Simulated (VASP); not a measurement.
# HgTe in VASP: notebook

HgTe is run at these levels: PBEsol; tasks: single point.

Program: VASP 6.6.1. These are calculated values, not measurements. Logs are shortened: lines on timing, memory, paths and dates and some standing lists are left out, and cuts for length are marked.

## 1. The cell of the first run

Symmetry: F-43m, No. 216, cubic system. The conventional cell has a = 6.963 Å, b = 6.963 Å, c = 6.963 Å, α = 90.00°, β = 90.00°, γ = 90.00°. Hg (site symmetry -43m) has 4 Te at 3.01 Å within 4.0 Å. Within 4.0 Å of Te (site symmetry -43m) lie 4 Hg at 3.01 Å.

## 2. Single point, PBEsol (strain +0.080 along x and y, +0.080 along z)

The input, INCAR:

```
ALGO = Normal
EDIFF = 1E-6
ENCUT = 520
GGA = PS
ISIF = 2
ISMEAR = 0
LASPH = T
LCHARG = T
LELF = T
LREAL = F
LVHAR = T
LWAVE = F
NBANDS = 16
NELM = 100
PREC = Accurate
SIGMA = 0.15
```

The input, KPOINTS:

```
k-points
0
Gamma
  14 14 14
```

The input, POSCAR:

```
HgTe
1.0
    0.0000000000      3.4813800000      3.4813800000
    3.4813800000      0.0000000000      3.4813800000
    3.4813800000      3.4813800000      0.0000000000
Hg Te
1 1
Direct
    0.0000000000      0.0000000000      0.0000000000
    0.7500000000      0.7500000000      0.7500000000
```

Potentials or basis: VASP PAW PBE potentials, release 64 (Hg, Te).

Launch:

```
$ cat potpaw_PBE.64/Hg/POTCAR potpaw_PBE.64/Te/POTCAR > POTCAR
$ mpirun -np 1 vasp_std > vasp.out
```

OUTCAR:

```text
EDIFF = 1E-6
   ENCUT = 520
   GGA = PS
   ISIF = 2
   ISMEAR = 0
   LASPH = T
   LREAL = F
   NELM = 100
   PREC = Accurate

 ion  position               nearest neighbor table
   1  0.000  0.000  0.000-   2 3.01   2 3.01   2 3.01   2 3.01
   2  0.750  0.750  0.750-   1 3.01   1 3.01   1 3.01   1 3.01

  LATTYP: Found a face centered cubic cell.
 ALAT       =     6.9627600000

  Lattice vectors:

 A1 = (   0.0000000000,   3.4813800000,   3.4813800000)
 A2 = (   3.4813800000,   0.0000000000,   3.4813800000)
 A3 = (   3.4813800000,   3.4813800000,   0.0000000000)

Analysis of symmetry for initial positions (statically):
=====================================================================
 Subroutine PRICEL returns:
 Original cell was already a primitive cell.

 Routine SETGRP: Setting up the symmetry group for a
 face centered cubic supercell.

 Subroutine GETGRP returns: Found 24 space group operations
 (whereof 24 operations were pure point group operations)
 out of a pool of 48 trial point group operations.

The static configuration has the point symmetry T_d .

Analysis of symmetry for dynamics (positions and initial velocities):
=====================================================================
 Subroutine PRICEL returns:
 Original cell was already a primitive cell.

 Routine SETGRP: Setting up the symmetry group for a
 face centered cubic supercell.

 Subroutine GETGRP returns: Found 24 space group operations
 (whereof 24 operations were pure point group operations)
 out of a pool of 48 trial point group operations.

The dynamic configuration has the point symmetry T_d .

 Subroutine INISYM returns: Found 24 space group operations
 (whereof 24 operations are pure point group operations),
 and found     1 'primitive' translations

----------------------------------------------------------------------------------------

                                     Primitive cell

  volume of cell :      84.3887

  direct lattice vectors                    reciprocal lattice vectors
     0.000000000  3.481380000  3.481380000    -0.143621208  0.143621208  0.143621208
     3.481380000  0.000000000  3.481380000     0.143621208 -0.143621208  0.143621208
     3.481380000  3.481380000  0.000000000     0.143621208  0.143621208 -0.143621208

  length of vectors
     4.923414812  4.923414812  4.923414812     0.248759229  0.248759229  0.248759229

  position of ions in fractional coordinates (direct lattice)
     0.000000000  0.000000000  0.000000000
     0.750000000  0.750000000  0.750000000

  ion indices of the primitive-cell ions
   primitive index   ion index
                 1           1
                 2           2

----------------------------------------------------------------------------------------

 KPOINTS: k-points

Automatic generation of k-mesh.
 Grid dimensions read from file:
 generate k-points for:   14   14   14

 Generating k-lattice:

  Cartesian coordinates                     Fractional coordinates (reciprocal lattice)
    -0.010258658  0.010258658  0.010258658     0.071428571  0.000000000  0.000000000
     0.010258658 -0.010258658  0.010258658     0.000000000  0.071428571  0.000000000
     0.010258658  0.010258658 -0.010258658     0.000000000  0.000000000  0.071428571

  Length of vectors
     0.017768516  0.017768516  0.017768516

  Shift w.r.t. Gamma in fractional coordinates (k-lattice)
     0.000000000  0.000000000  0.000000000

 Subroutine IBZKPT returns following result:
 ===========================================

 Found    104 irreducible k-points:

 Following reciprocal coordinates:
            Coordinates               Weight
  0.000000  0.000000  0.000000      1.000000
  0.071429  0.000000  0.000000      8.000000
  0.142857  0.000000  0.000000      8.000000
  0.214286  0.000000  0.000000      8.000000
  0.285714  0.000000  0.000000      8.000000
  0.357143  0.000000  0.000000      8.000000
[... 16 lines left out ...]
  0.214286  0.142857  0.000000     24.000000
  0.285714  0.142857  0.000000     24.000000
 [... further k-points ...]
   k-points           NKPTS =    104   k-points in BZ     NKDIM =    104   number of bands    NBANDS=     16
   number of dos      NEDOS =    301   number of ions     NIONS =      2
   total plane-waves  NPLWV =  64000
   dimension x,y,z NGX =    40 NGY =   40 NGZ =   40
   dimension x,y,z NGXF=    80 NGYF=   80 NGZF=   80
   ions per type =               1   1
   NGX,Y,Z   is equivalent  to a cutoff of  13.51, 13.51, 13.51 a.u.
   NGXF,Y,Z  is equivalent  to a cutoff of  27.01, 27.01, 27.01 a.u.
 SYSTEM =  unknown system
   PREC   = accura    normal or accurate (medium, high low for compatibility)
   ISTART =      0    job   : 0-new  1-cont  2-samecut
   ICHARG =      2    charge: 1-file 2-atom 10-const
   ISPIN  =      1    spin polarized calculation?
   LNONCOLLINEAR =      F non collinear calculations
   LSORBIT =      F    spin-orbit coupling
   LASPH  =      T    aspherical Exc in radial PAW
   ENCUT  =  520.0 eV  38.22 Ry    6.18 a.u.   9.15  9.15  9.15*2*pi/ulx,y,z
   NELM   =    100;   NELMIN=  2; NELMDL= -5     # of ELM steps
   EDIFF  = 0.1E-05   stopping-criterion for ELM
   LREAL  =      F    real-space projection
   EDIFFG = 0.1E-04   stopping-criterion for IOM
   NSW    =      0    number of steps for IOM
   IBRION =     -1    ionic relax: 0-MD 1-quasi-New 2-CG
   NFREE  =      0    steps in history (QN), initial steepest desc. (CG)
   ISIF   =      2    stress and relaxation
   ISYM   =      2    0-nonsym 1-usesym 2-fastsym
   POTIM  = 0.5000    time-step for ionic-motion
   TEBEG  =    0.0;   TEEND  =   0.0 temperature during run
   PSTRESS=    0.0 pullay stress
   NELECT =      18.0000    total number of electrons
   NUPDOWN=      -1.0000    fix difference up-down
   EMIN   =  10.00;   EMAX   =-10.00  energy-range for DOS
   EFERMI =   0.00;   METHOD = LEGACY
   ISMEAR =     0;   SIGMA  =   0.15  broadening in eV -4-tet -1-fermi 0-gaus
   EFERMI_NEDOS =   21; number of points for ismear=-14 and -15
   IALGO  =     38    algorithm
   IMIX   =      4    mixing-type and parameters
     AMIX     =   0.40;   BMIX     =  1.00
     AMIX_MAG =   1.60;   BMIX_MAG =  1.00
  volume/ion in A,a.u.               =      42.19       284.74
  Fermi-wavevector in a.u.,A,eV,Ry     =   0.978147  1.848430 13.017674  0.956772
  Thomas-Fermi vector in A             =   2.108900
   LORBIT       =      0    0 simple, 1 ext, 2 COOP (PROOUT), +10 PAW based schemes
   GGA     = PS    functional components
   LHFCALC =     F    Hartree Fock is set to
   AEXX    =    0.0000 exact exchange contribution
   IVDW    =     0    specifies the selected vdW correction
   LEPSILON=     F    determine dielectric tensor
   LRPA    =     F    only Hartree local field effects (RPA)
 non-spin polarized calculation
 Gauss-broadening in eV      SIGMA  =   0.15
  energy-cutoff  :      520.00
  volume of cell :       84.39
 maximum number of plane-waves:      2289
 NGX is ok and might be reduce to    40
   NGX = 19   NGY = 19   NGZ = 19

 number of electron      18.0000002 magnetization

 Free energy of the ion-electron system (eV)
  ---------------------------------------------------
  ext. energy  EPLUGINS =         0.00000000
  ---------------------------------------------------
  free energy    TOTEN  =        -4.08799815 eV

  energy without entropy =       -4.08724361  energy(sigma->0) =       -4.08762088

 E-fermi :   1.0083     XC(G=0):  -7.9458

 val. band max:        0.8953756990   @ k =   0.0000   0.0000   0.0000
 cond. band min:       1.0756226821   @ k =   0.0714   0.0000   0.0000
 fundamental gap:      0.1802469831
 Fermi energy:         1.0083030601

 k-point     1 :       0.0000    0.0000    0.0000
  band No.  band energies     occupation
      1      -9.8076      2.00000
      2      -5.3933      2.00000
      3      -5.3933      2.00000
      4      -5.3933      2.00000
      5      -5.0873      2.00000
      6      -5.0873      2.00000
[... 8 lines left out ...]
     15      10.0928      0.00000
     16      10.0928      0.00000

 k-point     2 :       0.0714    0.0000    0.0000
  band No.  band energies     occupation
      1      -9.7920      2.00000
      2      -5.3890      2.00000
      3      -5.3890      2.00000
      4      -5.3844      2.00000
      5      -5.0877      2.00000
      6      -5.0877      2.00000
[... 8 lines left out ...]
     15       9.7825      0.00000
     16       9.7825      0.00000

 k-point     3 :       0.1429    0.0000    0.0000
  band No.  band energies     occupation
      1      -9.7476      2.00000
      2      -5.3773      2.00000
      3      -5.3773      2.00000
      4      -5.3553      2.00000
      5      -5.0882      2.00000
      6      -5.0882      2.00000
[... 8 lines left out ...]
     15       9.4318      0.00000
     16       9.4318      0.00000

 k-point     4 :       0.2143    0.0000    0.0000
  band No.  band energies     occupation
      1      -9.6821      2.00000
      2      -5.3611      2.00000
      3      -5.3611      2.00000
      4      -5.3001      2.00000
      5      -5.0879      2.00000
      6      -5.0879      2.00000
[... 8 lines left out ...]
     15       9.2717      0.00000
     16       9.2717      0.00000
[... 324 lines left out ...]
 k-point    22 :       0.1429    0.1429    0.0000
  band No.  band energies     occupation
      1      -9.7275      2.00000
      2      -5.3647      2.00000
      3      -5.3612      2.00000
      4      -5.3612      2.00000
      5      -5.0966      2.00000
      6      -5.0807      2.00000
[... 8 lines left out ...]
     15       8.6792      0.00000
     16      10.2148      0.00000

 k-point    23 :       0.2143    0.1429    0.0000
  band No.  band energies     occupation
      1      -9.6785      2.00000
      2      -5.3548      2.00000
      3      -5.3439      2.00000
      4      -5.3254      2.00000
      5      -5.0989      2.00000
      6      -5.0777      2.00000
[... 8 lines left out ...]
     15       9.1766      0.00000
     16      10.1315      0.00000

 k-point    24 :       0.2857    0.1429    0.0000
  band No.  band energies     occupation
      1      -9.6134      2.00000
      2      -5.3419      2.00000
      3      -5.3256      2.00000
      4      -5.2624      2.00000
      5      -5.0960      2.00000
      6      -5.0749      2.00000
[... 8 lines left out ...]
     15       9.6374      0.00000
     16      10.0951      0.00000

 [... further k-points ...]
[... 5 lines left out ...]
  --------------------------------------------------------------------------------------
  -------------------------------------------------------------------------------------
  Total       -2.6237837     -2.6237837     -2.6237837      0.0000000      0.0000000     -0.0000000
  in kB      -49.8143331    -49.8143331    -49.8143331      0.0000000      0.0000000     -0.0000000
  external PRESSURE =     -49.8143331 kB  Pullay stress =       0.0000000 kB

 VOLUME and BASIS-vectors are now :
 -----------------------------------------------------------------------------
  energy-cutoff  :      520.00
  volume of cell :       84.39
      direct lattice vectors                 reciprocal lattice vectors
     0.000000000  3.481380000  3.481380000    -0.143621208  0.143621208  0.143621208
     3.481380000  0.000000000  3.481380000     0.143621208 -0.143621208  0.143621208
     3.481380000  3.481380000  0.000000000     0.143621208  0.143621208 -0.143621208

 POSITION                                       TOTAL-FORCE (eV/Angst)
 -----------------------------------------------------------------------------------
      0.00000      0.00000      0.00000        -0.000000     -0.000000     -0.000000
      5.22207      5.22207      5.22207         0.000000      0.000000      0.000000
 -----------------------------------------------------------------------------------
    total drift:                                0.000000      0.000000      0.000000

  FREE ENERGIE OF THE ION-ELECTRON SYSTEM (eV)
  ---------------------------------------------------
  free  energy   TOTEN  =        -4.0879981522 eV

  energy  without entropy=       -4.0872436058  energy(sigma->0) =       -4.08762088
```

It took 89 s on 1 thread of Intel Xeon Platinum 8488C (Sapphire Rapids), shared host; peak memory 0.33 GiB.

What came out:

```
Free energy            : -4.0880 eV
Pressure               : -5.0 GPa
Band gap on the k mesh : zero (filled and empty bands touch)
```

Caveat: the cell differs from its parent crystal (strain +0.080 along x and y, +0.080 along z); the PAW data sets were made with another functional, which shifts forces and pressure a little; spin-orbit coupling is left out, which moves the levels of the heavy elements.

(Part 1 of 2 ends here.)
